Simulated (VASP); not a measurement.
Runs of VASP 6.6.1 on P. The structure is that of space group Fd-3m (No. 227), or close to it. The cells are those of the table. 

```tsv
cell	k mesh	gap on the mesh (eV)	pressure (GPa)
a = 4.020 Å, angles 60.0°, 2 atoms	11 × 11 × 11	none	(a)
a = 3.755 Å, angles 60.0°, 2 atoms	11 × 11 × 11	none	(b)
a = 3.970 Å, angles 60.0°, 2 atoms	11 × 11 × 11	none	-1.7
a = 3.918 Å, angles 60.0°, 2 atoms	16 × 16 × 16	none	-0.1
a = 3.811 Å, angles 60.0°, 2 atoms	11 × 11 × 11	none	3.5
```

Alike in all rows: task single point; level RPBE; potentials or basis VASP PAW PBE potentials, release 64 (P); no spin polarisation; cutoff (eV) 520; smearing fermi-dirac 0.1 eV.

**Question.** Fill in the values left out.

**Answer.** (a) -3.0; (b) 6.0.

Caveats: the PAW data sets were made with another functional, which shifts forces and pressure a little.

A gap of «none» marks levels without a gap at the run's occupations.
